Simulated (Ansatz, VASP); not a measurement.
# Ge: VASP beside Ansatz

File INCAR:

```
SYSTEM = Ge
PREC = Accurate
ENCUT = 520
EDIFF = 1E-6
ISMEAR = -1
SIGMA = 0.05
LREAL = .FALSE.
LASPH = .TRUE.
NELM = 80
ALGO = Normal
ISIF = 2
LWAVE = .FALSE.
LCHARG = .FALSE.
NBANDS = 21
```

The input KPOINTS:

```
Automatic mesh
0
G
  11 11 11
  0 0 0
```

The input POSCAR:

```
Ge
1.0
   -2.5744897190      2.5744897190      1.3974126432
    2.5744897190     -2.5744897190      1.3974126432
    2.5744897190      2.5744897190     -1.3974126432
Ge
2
Direct
    0.5000000000      0.5000000000      0.0000000000
    0.2500000000      0.7500000000      0.5000000000
```

input.yaml

```yaml
crystal:
  lattice:
    - [-2.574489719, 2.574489719, 1.3974126432]
    - [2.574489719, -2.574489719, 1.3974126432]
    - [2.574489719, 2.574489719, -1.3974126432]
  atoms:
    - { symbol: Ge, position: [0.5, 0.5, 0.0] }
    - { symbol: Ge, position: [0.25, 0.75, 0.5] }
kpoints:
  mp_grid: { grid: [11, 11, 11] }
scf:
  occupations: { method: fermi_dirac, width: 0.05 }
hamiltonian:
  xc: lda
  pseudopotentials: { kind: all_electron, lapw: { basis_error: 0.001 } }
output:
  forces: true
  stress: true
  eigenvalues: true
```

Alike in both runs: task single point; functional LDA; k mesh 11 × 11 × 11; occupations fermi-dirac, width 0.05 eV; no spin polarisation.

|  | VASP | Ansatz |
| --- | --- | --- |
| version | VASP 6.6.1 | Ansatz 0.2.0 |
| potentials or method | VASP PAW LDA potentials, release 64 (Ge_d), cutoff 520 eV | all-electron LAPW, scalar-relativistic |

```tsv
	VASP	Ansatz	Ansatz less VASP
gap on the k mesh at the Fermi level (eV)	none	none	-
pressure (GPa)	-2.4	-2.4	+0.01
traceless stress, the component that is largest in VASP (GPa)	-0.18	-0.20	-0.023
```

LDA's correlation is that of Perdew and Zunger in VASP and of Perdew and Wang (1992) in Ansatz. A gap of «none» marks a metal or a gap that the smearing closes. Ansatz ran all-electron here, and VASP with PAW potentials.
